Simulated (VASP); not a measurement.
# TlPbF3 in VASP: further runs, part 2 of 2

VASP 6.6.1. The steps go on from the part before.

## Step 4: Single point, PBE (strain +2.5%)

INCAR

```
SYSTEM = TlPbF3
PREC = Accurate
ENCUT = 520
EDIFF = 1E-6
ISMEAR = -1
SIGMA = 0.02
LREAL = .FALSE.
LASPH = .TRUE.
NELM = 100
ALGO = Normal
ISIF = 2
LWAVE = .FALSE.
LCHARG = .FALSE.
GGA = PE
NBANDS = 32
```

KPOINTS

```
Automatic mesh
0
G
  6 6 6
  0 0 0
```

POSCAR

```
TlPbF3
1.0
    4.8976454496      0.0000000000      0.0000000000
    0.0000000000      4.8976454496      0.0000000000
    0.0000000000      0.0000000000      4.8976454496
Tl Pb F
1 1 3
Direct
    0.0000000000      0.0000000000      0.0000000000
    0.5000000000      0.5000000000      0.5000000000
    0.5000000000      0.5000000000      0.0000000000
    0.5000000000      0.0000000000      0.5000000000
    0.0000000000      0.5000000000      0.5000000000
```

Potentials or basis: VASP PAW PBE potentials, release 64 (Tl_d, Pb_d, F).

The run is started by

```bash
> cat potpaw_PBE.64/Tl_d/POTCAR potpaw_PBE.64/Pb_d/POTCAR potpaw_PBE.64/F/POTCAR > POTCAR
> mpirun -np 1 vasp_std > vasp.out
```

OUTCAR:

```text
SYSTEM = TlPbF3
   PREC = Accurate
   ENCUT = 520
   EDIFF = 1E-6
   ISMEAR = -1
   LREAL = .FALSE.
   LASPH = .TRUE.
   NELM = 100
   ISIF = 2
   GGA = PE

 ion  position               nearest neighbor table
   1  0.000  0.000  0.000-
   2  0.500  0.500  0.500-   3 2.45   4 2.45   5 2.45   3 2.45   4 2.45   5 2.45
   3  0.500  0.500  0.000-   2 2.45   2 2.45
   4  0.500  0.000  0.500-   2 2.45   2 2.45
   5  0.000  0.500  0.500-   2 2.45   2 2.45

  LATTYP: Found a simple cubic cell.
 ALAT       =     4.8976454496

  Lattice vectors:

 A1 = (   4.8976454496,   0.0000000000,   0.0000000000)
 A2 = (   0.0000000000,   4.8976454496,   0.0000000000)
 A3 = (   0.0000000000,   0.0000000000,   4.8976454496)

Analysis of symmetry for initial positions (statically):
=====================================================================
 Subroutine PRICEL returns:
[... 167 lines left out ...]
  free energy    TOTEN  =       -21.48737560 eV

  energy without entropy =      -21.48737560  energy(sigma->0) =      -21.48737560

 E-fermi :   2.4494     XC(G=0):  -8.3104

 val. band max:        1.9902248375   @ k =   0.5000   0.5000   0.5000
 cond. band min:       3.9770259638   @ k =   0.5000   0.5000   0.0000
 fundamental gap:      1.9868011263
 Fermi energy:         2.4494416996

 k-point     1 :       0.0000    0.0000    0.0000
  band No.  band energies     occupation
      1     -20.0818      2.00000
      2     -19.9599      2.00000
      3     -19.9599      2.00000
      4     -13.7960      2.00000
      5     -13.7960      2.00000
      6     -13.7960      2.00000
[... 689 lines left out ...]
     31      13.7983      0.00000
     32      13.7983      0.00000

------------------------ aborting loop because EDIFF is reached ----------------------------------------

  FORCE on cell =-STRESS in cart. coord.  units (eV):
  Direction    XX          YY          ZZ          XY          YZ          ZX
  --------------------------------------------------------------------------------------
  -------------------------------------------------------------------------------------
  Total       -0.8446884     -0.8446884     -0.8446884     -0.0000000      0.0000000      0.0000000
  in kB      -11.5198038    -11.5198038    -11.5198038     -0.0000000      0.0000000      0.0000000
  external PRESSURE =     -11.5198038 kB  Pullay stress =       0.0000000 kB

 VOLUME and BASIS-vectors are now :
 -----------------------------------------------------------------------------
  energy-cutoff  :      520.00
  volume of cell :      117.48
      direct lattice vectors                 reciprocal lattice vectors
     4.897645450  0.000000000  0.000000000     0.204179745  0.000000000  0.000000000
     0.000000000  4.897645450  0.000000000     0.000000000  0.204179745  0.000000000
     0.000000000  0.000000000  4.897645450     0.000000000  0.000000000  0.204179745

 POSITION                                       TOTAL-FORCE (eV/Angst)
 -----------------------------------------------------------------------------------
      0.00000      0.00000      0.00000         0.000000      0.000000      0.000000
      2.44882      2.44882      2.44882         0.000000      0.000000      0.000000
      2.44882      2.44882      0.00000         0.000000      0.000000      0.000000
      2.44882      0.00000      2.44882         0.000000      0.000000      0.000000
      0.00000      2.44882      2.44882         0.000000      0.000000      0.000000
 -----------------------------------------------------------------------------------
    total drift:                                0.000000      0.000000      0.000000

  FREE ENERGIE OF THE ION-ELECTRON SYSTEM (eV)
  ---------------------------------------------------
  free  energy   TOTEN  =       -21.4873755958 eV

  energy  without entropy=      -21.4873755958  energy(sigma->0) =      -21.48737560
```

OSZICAR:

```text
N       E                     dE             d eps       ncg     rms          rms(c)
DAV:   1     0.482857902034E+03    0.48286E+03   -0.24008E+04  1280   0.152E+03
DAV:   2     0.230067091977E+02   -0.45985E+03   -0.42294E+03  1464   0.414E+02
DAV:   3    -0.238252095162E+02   -0.46832E+02   -0.46047E+02  1544   0.139E+02
DAV:   4    -0.252557332475E+02   -0.14305E+01   -0.14295E+01  1504   0.273E+01
DAV:   5    -0.253048915977E+02   -0.49158E-01   -0.49155E-01  1744   0.495E+00    0.104E+01
DAV:   6    -0.216697926968E+02    0.36351E+01   -0.12649E+01  1672   0.240E+01    0.393E+00
DAV:   7    -0.215721939770E+02    0.97599E-01   -0.83547E-01  1312   0.479E+00    0.213E+00
DAV:   8    -0.214856228346E+02    0.86571E-01   -0.21386E-01  1368   0.402E+00    0.539E-01
DAV:   9    -0.214859655482E+02   -0.34271E-03   -0.34286E-02  1584   0.927E-01    0.199E-01
DAV:  10    -0.214873895372E+02   -0.14240E-02   -0.25056E-03  1504   0.407E-01    0.788E-02
DAV:  11    -0.214873577320E+02    0.31805E-04   -0.32173E-04  1496   0.118E-01    0.387E-02
DAV:  12    -0.214873738583E+02   -0.16126E-04   -0.14345E-04  1432   0.641E-02    0.964E-03
DAV:  13    -0.214873757800E+02   -0.19217E-05   -0.12310E-05  1632   0.262E-02    0.502E-03
DAV:  14    -0.214873755958E+02    0.18419E-06   -0.15399E-06  1096   0.881E-03
   1 F= -.21487376E+02 E0= -.21487376E+02  d E =-.473522E-12
```

Run time: 27 s. Hardware: 1 thread of Intel Xeon Platinum 8559C (Emerald Rapids), shared host; peak memory 0.24 GiB.

Results:

- Free energy: -21.4874 eV
- Pressure: -1.2 GPa
- Band gap on the k mesh: 1.99 eV (least direct gap 2.84 eV)

Caveat: the cell differs from its parent crystal (strain +2.5%); spin-orbit coupling is left out, which moves the levels of the heavy elements. A k mesh can miss the band edges.

## Step 5: Single point, PBE (strain +4.0%)

INCAR

```
ALGO     = Normal         # electronic algorithm
EDIFF    = 1E-7           # SCF threshold, eV
ENCUT    = 520            # plane-wave cutoff, eV
GGA      = PE             # functional
ISIF     = 2              # what is computed and relaxed
ISMEAR   = -1             # smearing method
LASPH    = T              # aspherical terms in the spheres
LCHARG   = T              # write CHGCAR
LELF     = T              # ELF
LREAL    = F              # projectors in reciprocal space
LVHAR    = T            
LWAVE    = F              # write WAVECAR
NBANDS   = 32             # bands
NELM     = 60             # most SCF steps
PREC     = Accurate       # precision mode
SIGMA    = 0.02           # smearing width, eV
```

KPOINTS

```
k-points
0
Gamma
  6 6 6
```

POSCAR: that of step 4 with these lines changed.

```diff
@@ -2,5 +2,5 @@
 1.0
-    4.8976454496      0.0000000000      0.0000000000
-    0.0000000000      4.8976454496      0.0000000000
-    0.0000000000      0.0000000000      4.8976454496
+    4.9693183098      0.0000000000      0.0000000000
+    0.0000000000      4.9693183098      0.0000000000
+    0.0000000000      0.0000000000      4.9693183098
 Tl Pb F
```

The run is started by

```bash
> cat potpaw_PBE.64/Tl_d/POTCAR potpaw_PBE.64/Pb_d/POTCAR potpaw_PBE.64/F/POTCAR > POTCAR
> mpirun -np 1 vasp_std > vasp.out
```

Run time: 47 s. Hardware: 1 thread of Intel Xeon Platinum 8559C (Emerald Rapids), shared host; peak memory 0.28 GiB.

It converged, with:

```
Free energy            : -21.4330 eV
Pressure               : -2.5 GPa
Band gap on the k mesh : 2.18 eV (least direct gap 2.97 eV)
```

Levels at points of the mesh, in eV from the valence-band top:
| k point | band 20 | band 21 | band 22 | band 23 | band 24 | band 25 | band 26 | band 27 | band 28 | band 29 |
| --- | --- | --- | --- | --- | --- | --- | --- | --- | --- | --- |
| (0.00, 0.00, 0.00) | -2.94 | -2.94 | -2.85 | -2.85 | -2.85 | 4.00 | 4.00 | 4.00 | 7.07 | 7.07 |
| (0.50, 0.00, 0.00) | -2.89 | -2.86 | -2.86 | -2.65 | -1.72 | 2.44 | 4.04 | 4.04 | 4.34 | 6.04 |
| (0.50, 0.50, 0.00) | -2.90 | -2.90 | -2.74 | -2.61 | -0.79 | 2.18 | 2.18 | 3.97 | 5.44 | 5.44 |
| (0.50, 0.50, 0.50) | -2.99 | -2.61 | -2.61 | -2.61 | 0.00 | 3.32 | 3.32 | 3.32 | 3.56 | 3.56 |

Caveat: the cell differs from its parent crystal (strain +4.0%); spin-orbit coupling is left out, which moves the levels of the heavy elements. A k mesh can miss the band edges.

## Step 6: Single point, r2SCAN

This run uses another cell than the first one, of 21.82 Å³/atom.

POSCAR: that of step 5 with these lines changed.

```diff
@@ -2,5 +2,5 @@
 1.0
-    4.9693183098      0.0000000000      0.0000000000
-    0.0000000000      4.9693183098      0.0000000000
-    0.0000000000      0.0000000000      4.9693183098
+    4.7781906825      0.0000000000      0.0000000000
+    0.0000000000      4.7781906825      0.0000000000
+    0.0000000000      0.0000000000      4.7781906825
 Tl Pb F
```

INCAR.step1

```
SYSTEM = TlPbF3
PREC = Accurate ; ENCUT = 520
ISMEAR = 0 ; SIGMA = 0.01
LREAL = .False. ; LASPH = .True.
NELM = 80 ; NBANDS = 32
GGA = PE ; ALGO = Normal
EDIFF = 1E-4 ; LWAVE = .True.
LCHARG = .False.
```

INCAR.step2

```
SYSTEM = TlPbF3
PREC = Accurate ; ENCUT = 520
EDIFF = 1E-7 ; ISMEAR = 0
SIGMA = 0.01 ; LREAL = .False.
LASPH = .True. ; NELM = 80
ALGO = Normal ; ISIF = 2
LWAVE = .False. ; LCHARG = .True.
METAGGA = R2SCAN ; LMIXTAU = .True.
LELF = .True. ; LVHAR = .True.
NBANDS = 32 ; ISTART = 1
```

KPOINTS

```
regular mesh
0
Gamma
  6 6 6
  0 0 0
```

Potentials or basis: VASP PAW PBE potentials, release 64 (Tl_d, Pb_d, F).

The run is started by

```bash
> cat potpaw_PBE.64/Tl_d/POTCAR potpaw_PBE.64/Pb_d/POTCAR potpaw_PBE.64/F/POTCAR > POTCAR
> cp INCAR.step1 INCAR
> mpirun -np 1 vasp_std > vasp.out
> cp INCAR.step2 INCAR
> mpirun -np 1 vasp_std > vasp.out
```

OUTCAR:

```text
SYSTEM = TlPbF3
   PREC = Accurate
   ENCUT = 520
   EDIFF = 1E-7
   ISMEAR = 0
   LREAL = .False.
   LASPH = .True.
   NELM = 80
   ISIF = 2
   METAGGA = R2SCAN
   ISTART = 1

 ion  position               nearest neighbor table
   1  0.000  0.000  0.000-   2 4.14   2 4.14   2 4.14   2 4.14   2 4.14   2 4.14   2 4.14   2 4.14

   2  0.500  0.500  0.500-   3 2.39   4 2.39   5 2.39   3 2.39   4 2.39   5 2.39   1 4.14   1 4.14
                             1 4.14   1 4.14   1 4.14   1 4.14   1 4.14   1 4.14
   3  0.500  0.500  0.000-   2 2.39   2 2.39
   4  0.500  0.000  0.500-   2 2.39   2 2.39
   5  0.000  0.500  0.500-   2 2.39   2 2.39

  LATTYP: Found a simple cubic cell.
 ALAT       =     4.7781906825

  Lattice vectors:

 A1 = (   4.7781906825,   0.0000000000,   0.0000000000)
 A2 = (   0.0000000000,   4.7781906825,   0.0000000000)
 A3 = (   0.0000000000,   0.0000000000,   4.7781906825)

Analysis of symmetry for initial positions (statically):
=====================================================================
 Subroutine PRICEL returns:
 Original cell was already a primitive cell.

 Routine SETGRP: Setting up the symmetry group for a
 simple cubic supercell.

 Subroutine GETGRP returns: Found 48 space group operations
 (whereof 48 operations were pure point group operations)
 out of a pool of 48 trial point group operations.

The static configuration has the point symmetry O_h .

Analysis of symmetry for dynamics (positions and initial velocities):
=====================================================================
 Subroutine PRICEL returns:
 Original cell was already a primitive cell.

 Routine SETGRP: Setting up the symmetry group for a
 simple cubic supercell.

 Subroutine GETGRP returns: Found 48 space group operations
[... 120 lines left out ...]
   EFERMI_NEDOS =   21; number of points for ismear=-14 and -15
   IALGO  =     38    algorithm
   IMIX   =      4    mixing-type and parameters
     AMIX     =   0.40;   BMIX     =  1.00
     AMIX_MAG =   1.60;   BMIX_MAG =  1.00
  volume/ion in A,a.u.               =      21.82       147.24
  Fermi-wavevector in a.u.,A,eV,Ry     =   1.245160  2.353011 21.094785  1.550423
  Thomas-Fermi vector in A             =   2.379394
   LORBIT       =      0    0 simple, 1 ext, 2 COOP (PROOUT), +10 PAW based schemes
   METAGGA = R2SCAN    functional components
   LHFCALC =     F    Hartree Fock is set to
   AEXX    =    0.0000 exact exchange contribution
   IVDW    =     0    specifies the selected vdW correction
   LEPSILON=     F    determine dielectric tensor
   LRPA    =     F    only Hartree local field effects (RPA)
 non-spin polarized calculation
 Gauss-broadening in eV      SIGMA  =   0.01
  energy-cutoff  :      520.00
  volume of cell :      109.09
 maximum number of plane-waves:      3016
 NGX is ok and might be reduce to    36
   NGX = 17   NGY = 17   NGZ = 17

 number of electron      47.9999973 magnetization

 Free energy of the ion-electron system (eV)
  ---------------------------------------------------
  ext. energy  EPLUGINS =         0.00000000
  ---------------------------------------------------
  free energy    TOTEN  =      -129.58923023 eV

  energy without entropy =     -129.58923023  energy(sigma->0) =     -129.58923023

 E-fermi :   2.8003     XC(G=0):  -9.1794

 val. band max:        2.7083713466   @ k =   0.5000   0.5000   0.5000
 cond. band min:       4.5658175895   @ k =   0.5000   0.5000   0.0000
 fundamental gap:      1.8574462429
 Fermi energy:         2.8002638354

 k-point     1 :       0.0000    0.0000    0.0000
  band No.  band energies     occupation
      1     -21.5071      2.00000
      2     -21.3595      2.00000
      3     -21.3595      2.00000
      4     -13.8426      2.00000
      5     -13.8426      2.00000
      6     -13.8426      2.00000
[... 689 lines left out ...]
     31      15.2416      0.00000
     32      15.2416      0.00000

------------------------ aborting loop because EDIFF is reached ----------------------------------------

  FORCE on cell =-STRESS in cart. coord.  units (eV):
  Direction    XX          YY          ZZ          XY          YZ          ZX
  --------------------------------------------------------------------------------------
  -------------------------------------------------------------------------------------
  Total       -0.0399646     -0.0399646     -0.0399646      0.0000000     -0.0000000      0.0000000
  in kB       -0.5869424     -0.5869424     -0.5869424      0.0000000     -0.0000000      0.0000000
  external PRESSURE =      -0.5869424 kB  Pullay stress =       0.0000000 kB

 VOLUME and BASIS-vectors are now :
 -----------------------------------------------------------------------------
  energy-cutoff  :      520.00
  volume of cell :      109.09
      direct lattice vectors                 reciprocal lattice vectors
     4.778190683  0.000000000  0.000000000     0.209284239  0.000000000  0.000000000
     0.000000000  4.778190683  0.000000000     0.000000000  0.209284239  0.000000000
     0.000000000  0.000000000  4.778190683     0.000000000  0.000000000  0.209284239

 POSITION                                       TOTAL-FORCE (eV/Angst)
 -----------------------------------------------------------------------------------
      0.00000      0.00000      0.00000         0.000000      0.000000      0.000000
      2.38910      2.38910      2.38910         0.000000      0.000000      0.000000
      2.38910      2.38910      0.00000         0.000000      0.000000      0.000000
      2.38910      0.00000      2.38910         0.000000      0.000000      0.000000
      0.00000      2.38910      2.38910         0.000000      0.000000      0.000000
 -----------------------------------------------------------------------------------
    total drift:                                0.000000      0.000000      0.000000

  FREE ENERGIE OF THE ION-ELECTRON SYSTEM (eV)
  ---------------------------------------------------
  free  energy   TOTEN  =      -129.5892302333 eV

  energy  without entropy=     -129.5892302333  energy(sigma->0) =     -129.58923023
```

It took 1.8 min on 1 thread of Intel Xeon Platinum 8559C (Emerald Rapids), shared host; peak memory 0.25 GiB.

What came out:

| Quantity | Value |
| --- | --- |
| Free energy | -129.5892 eV |
| Pressure | -0.1 GPa |
| Band gap on the k mesh | 1.86 eV (least direct gap 2.85 eV) |

Levels at points of the mesh, in eV from the valence-band top:
```csv
k point,band 22,band 23,band 24,band 25,band 26,band 27
"(0.00, 0.00, 0.00)",-4.17,-4.17,-4.17,3.97,3.97,3.97
"(0.50, 0.00, 0.00)",-4.16,-3.63,-2.21,2.08,3.98,3.98
"(0.50, 0.50, 0.00)",-3.87,-3.71,-1.00,1.86,1.86,3.86
"(0.50, 0.50, 0.50)",-3.88,-3.88,0.00,3.10,3.10,3.10
```

Caveat: the PAW data sets were made with another functional, which shifts forces and pressure a little; spin-orbit coupling is left out, which moves the levels of the heavy elements.

## Step 7: Summary

```csv
level,cell,smearing,gap on the mesh (eV),pressure (GPa)
r2SCAN,"a = 4.826, b = 4.826, c = 4.759 Å, 5 atoms",gaussian 0.01 eV,1.92,-0.8
PBE,"a = 4.778 Å, 5 atoms",fermi-dirac 0.02 eV,1.62,1.9
PBE,"a = 4.898 Å, 5 atoms",fermi-dirac 0.02 eV,1.99,-1.2
PBE,"a = 4.969 Å, 5 atoms",fermi-dirac 0.02 eV,2.18,-2.5
r2SCAN,"a = 4.778 Å, 5 atoms",gaussian 0.01 eV,1.86,-0.1
```

Alike in all rows: task single point; potentials or basis VASP PAW PBE potentials, release 64 (Tl_d, Pb_d, F); no spin polarisation; k mesh 6 × 6 × 6; cutoff (eV) 520.

Caveats: spin-orbit coupling is left out, which moves the levels of the heavy elements; the PAW data sets were made with another functional, which shifts forces and pressure a little (at least some runs).

Total energies depend on the potentials used, so only differences within one code and one set of settings carry meaning.
